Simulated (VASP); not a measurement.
# Ti (Im-3m) in VASP: notebook, part 2 of 2

VASP 6.6.1.

## 4. Electric field gradients, r2SCAN (18.22 Å³/atom)

This run uses another cell than the first one, of 18.22 Å³/atom.

Input file POSCAR:

```
Ti
1.0
   -1.6577048519      1.6577048519      1.6577048519
    1.6577048519     -1.6577048519      1.6577048519
    1.6577048519      1.6577048519     -1.6577048519
Ti
1
Direct
    0.0000000000      0.0000000000      0.0000000000
```

Input file INCAR.step1:

```
SYSTEM = Ti
PREC     = Accurate       ! precision mode
ENCUT    = 520            ! plane-wave cutoff, eV
ISMEAR   = -1             ! smearing method
SIGMA    = 0.05           ! smearing width, eV
LREAL    = .False.        ! projectors in reciprocal space
LASPH    = .True.         ! aspherical terms in the spheres
NELM     = 60             ! most SCF steps
NBANDS   = 12             ! bands
GGA      = PE             ! functional
ALGO     = Normal         ! electronic algorithm
EDIFF    = 1E-4           ! SCF threshold, eV
LWAVE    = .True.         ! write WAVECAR
LCHARG   = .False.        ! write CHGCAR
```

Input file INCAR.step2:

```
SYSTEM = Ti
PREC     = Accurate       ! precision mode
ENCUT    = 520            ! plane-wave cutoff, eV
EDIFF    = 1E-8           ! SCF threshold, eV
ISMEAR   = -1             ! smearing method
SIGMA    = 0.05           ! smearing width, eV
LREAL    = .False.        ! projectors in reciprocal space
LASPH    = .True.         ! aspherical terms in the spheres
NELM     = 60             ! most SCF steps
ALGO     = Normal         ! electronic algorithm
ISIF     = 2              ! what is computed and relaxed
LWAVE    = .False.        ! write WAVECAR
LCHARG   = .False.        ! write CHGCAR
METAGGA  = R2SCAN         ! meta-GGA
LMIXTAU  = .True.       
LEFG     = .True.       
NBANDS   = 12             ! bands
ISTART   = 1
```

Input file KPOINTS:

```
Automatic mesh
0
Gamma
  18 18 18
  0 0 0
```

Potentials or basis: VASP PAW PBE potentials, release 64 (Ti_sv).

Started as:

```
> cat potpaw_PBE.64/Ti_sv/POTCAR > POTCAR
> cp INCAR.step1 INCAR
> mpirun -np 1 vasp_std > vasp.out
> cp INCAR.step2 INCAR
> mpirun -np 1 vasp_std > vasp.out
```

OUTCAR:

```text
SYSTEM = Ti
   PREC = Accurate
   ENCUT = 520
   EDIFF = 1E-8
   ISMEAR = -1
   LREAL = .False.
   LASPH = .True.
   NELM = 60
   ISIF = 2
   METAGGA = R2SCAN
   ISTART = 1

 ion  position               nearest neighbor table
   1  0.000  0.000  0.000-

  LATTYP: Found a body centered cubic cell.
 ALAT       =     3.3154097038

  Lattice vectors:

 A1 = (  -1.6577048519,   1.6577048519,   1.6577048519)
 A2 = (   1.6577048519,  -1.6577048519,   1.6577048519)
 A3 = (   1.6577048519,   1.6577048519,  -1.6577048519)

Analysis of symmetry for initial positions (statically):
=====================================================================
 Subroutine PRICEL returns:
 Original cell was already a primitive cell.

 Routine SETGRP: Setting up the symmetry group for a
 body centered cubic supercell.

 Subroutine GETGRP returns: Found 48 space group operations
 (whereof 48 operations were pure point group operations)
 out of a pool of 48 trial point group operations.

The static configuration has the point symmetry O_h .

Analysis of symmetry for dynamics (positions and initial velocities):
=====================================================================
 Subroutine PRICEL returns:
 Original cell was already a primitive cell.

 Routine SETGRP: Setting up the symmetry group for a
 body centered cubic supercell.

 Subroutine GETGRP returns: Found 48 space group operations
 (whereof 48 operations were pure point group operations)
 out of a pool of 48 trial point group operations.

The dynamic configuration has the point symmetry O_h .

 Subroutine INISYM returns: Found 48 space group operations
 (whereof 48 operations are pure point group operations),
 and found     1 'primitive' translations
[... 493 lines left out ...]
 k-point    24 :       0.3889    0.1111    0.0000
  band No.  band energies     occupation
      1     -51.2809      2.00000
      2     -26.8031      2.00000
      3     -26.4486      2.00000
      4     -26.2759      2.00000
      5       5.3554      2.00000
      6       7.3699      1.98871
      7       7.9348      0.00435
      8      10.3236      0.00000
      9      10.8363      0.00000
     10      12.1396      0.00000
     11      16.6245      0.00000
     12      20.7884      0.00000

 [... further k-points ...]

------------------------ aborting loop because EDIFF is reached ----------------------------------------

  FORCE on cell =-STRESS in cart. coord.  units (eV):
  Direction    XX          YY          ZZ          XY          YZ          ZX
  --------------------------------------------------------------------------------------
  -------------------------------------------------------------------------------------
  Total       -0.6188434     -0.6188434     -0.6188434      0.0000000      0.0000000     -0.0000000
  in kB      -54.4138803    -54.4138803    -54.4138803      0.0000000      0.0000000     -0.0000000
  external PRESSURE =     -54.4138803 kB  Pullay stress =       0.0000000 kB

 VOLUME and BASIS-vectors are now :
 -----------------------------------------------------------------------------
  energy-cutoff  :      520.00
  volume of cell :       18.22
      direct lattice vectors                 reciprocal lattice vectors
    -1.657704852  1.657704852  1.657704852     0.000000000  0.301621847  0.301621847
     1.657704852 -1.657704852  1.657704852     0.301621847  0.000000000  0.301621847
     1.657704852  1.657704852 -1.657704852     0.301621847  0.301621847  0.000000000

 POSITION                                       TOTAL-FORCE (eV/Angst)
 -----------------------------------------------------------------------------------
      0.00000      0.00000      0.00000         0.000000      0.000000      0.000000
 -----------------------------------------------------------------------------------
    total drift:                                0.000000      0.000000      0.000000

  FREE ENERGIE OF THE ION-ELECTRON SYSTEM (eV)
  ---------------------------------------------------
  free  energy   TOTEN  =       -12.8066438652 eV

  energy  without entropy=      -12.7873099716  energy(sigma->0) =      -12.79697692

 Electric field gradients (V/A^2)
---------------------------------------------------------------------
 ion       V_xx      V_yy      V_zz      V_xy      V_xz      V_yz
---------------------------------------------------------------------
   1      -0.000     0.000    -0.000     0.001     0.001     0.001
---------------------------------------------------------------------

 Electric field gradients after diagonalization (V/A^2)
 (convention: |V_zz| > |V_xx| > |V_yy|)
----------------------------------------------------------------------
 ion       V_xx      V_yy      V_zz     asymmetry (V_yy - V_xx)/ V_zz
----------------------------------------------------------------------
   1      -0.001    -0.001     0.002       0.000
----------------------------------------------------------------------

           NMR quadrupolar parameters

 Cq : quadrupolar parameter    Cq=e*Q*V_zz/h
 eta: asymmetry parameters     (V_yy - V_xx)/ V_zz
 Q  : nuclear electric quadrupole moment in mb (millibarn)
----------------------------------------------------------------------
 ion       Cq(MHz)       eta       Q (mb)
----------------------------------------------------------------------
   1       0.000       0.000       1.000
----------------------------------------------------------------------
```

Wall time 4.5 min (1 thread of Intel Xeon 8259CL, shared host); peak memory 0.18 GiB.

What came out:

```yaml
Free_energy: -12.8066 eV
Pressure: -5.4 GPa
Band_gap_on_the_k_mesh: zero (bands 6 and 7 overlap by 1.77 eV)
Largest_electric_field_gradient_by_atom: zero within the noise of the run
```

Caveat: the cell stands under tension; the PAW data sets were made with another functional, which shifts forces and pressure a little.

## 5. Summary

```csv
cell,gap on the mesh (eV),pressure (GPa)
"a = 2.816 Å, angles 109.5°, 1 atom",none,0.5
"a = 2.835 Å, angles 109.5°, 1 atom",none,-1.7
"a = 2.871 Å, angles 109.5°, 1 atom",none,-5.4
```

Alike in all rows: task electric field gradients; level r2SCAN; potentials or basis VASP PAW PBE potentials, release 64 (Ti_sv); no spin polarisation; k mesh 18 × 18 × 18; cutoff (eV) 520; smearing fermi-dirac 0.05 eV.

Caveats: the PAW data sets were made with another functional, which shifts forces and pressure a little; the cell stands under tension (at least some runs).

Total energies depend on the potentials used, so only differences within one code and one set of settings carry meaning.
